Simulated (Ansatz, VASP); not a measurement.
# BaS in VASP and in Ansatz

File INCAR:

```
PREC = Accurate ; ENCUT = 520
EDIFF = 1E-6 ; ISMEAR = -1
SIGMA = 0.01 ; LREAL = False
LASPH = True ; NELM = 80
ALGO = Normal ; ISIF = 2
LWAVE = False ; LCHARG = False
NBANDS = 15
```

The input KPOINTS:

```
Automatic mesh
0
Gamma
  7 7 7
```

File POSCAR:

```
BaS
1.0
    0.0000000000      3.1618125000      3.1937500000
    3.1618125000      0.0000000000      3.1937500000
    3.1618125000      3.1618125000      0.0000000000
Ba S
1 1
Direct
    0.0000000000      0.0000000000      0.0000000000
    0.5000000000      0.5000000000      0.5000000000
```

Input for Ansatz:

```yaml
crystal:
  lattice:
    - [0.0, 3.1618125, 3.19375]
    - [3.1618125, 0.0, 3.19375]
    - [3.1618125, 3.1618125, 0.0]
  atoms:
    - { symbol: Ba, position: [0.0, 0.0, 0.0] }
    - { symbol: S, position: [0.5, 0.5, 0.5] }
kpoints:
  mp_grid: { grid: [7, 7, 7] }
  band_path:
    path:
      - [0.0, 0.0, 0.0]
      - [0.0, 0.5, 0.5]
      - [0.25, 0.75, 0.5]
      - [0.0, 0.5, 0.0]
      - [0.0, 0.0, 0.0]
      - [0.5, 0.5, 0.0]
      - [0.3725125, 0.6274875, 0.0]
      - [-0.3725125, 0.3725125, 0.0]
      - [0.0, 0.0, 0.0]
    npoints: 5
scf:
  occupations: { method: fermi_dirac, width: 0.01 }
hamiltonian:
  xc: lda
  pseudopotentials: { kind: all_electron, lapw: { basis_error: 0.00025 } }
output:
  forces: true
  stress: true
  eigenvalues: true
```

Change from the starting cell: equal xx and yy strain of -1 %.

Alike in both runs: task single point; functional LDA; k mesh 7 × 7 × 7; occupations fermi-dirac, width 0.01 eV; no spin polarisation.

|  | VASP | Ansatz |
| --- | --- | --- |
| version | VASP 6.6.1 | Ansatz 0.2.0 |
| potentials or method | VASP PAW LDA potentials, release 64 (Ba_sv, S), cutoff 520 eV | all-electron LAPW, scalar-relativistic |

Ansatz gave:

* gap on the k mesh at the Fermi level (eV): 2.02
* pressure (GPa): -1.6
* traceless stress, the component that is largest in VASP (GPa): -0.53

Q: What did VASP give for the same quantities?

A: gap on the k mesh at the Fermi level (eV): 1.91; pressure (GPa): -0.9; traceless stress, the component that is largest in VASP (GPa): -0.59.

LDA's correlation is that of Perdew and Zunger in VASP and of Perdew and Wang (1992) in Ansatz. Ansatz ran all-electron here, and VASP with PAW potentials.

Neither program's run includes spin-orbit coupling.
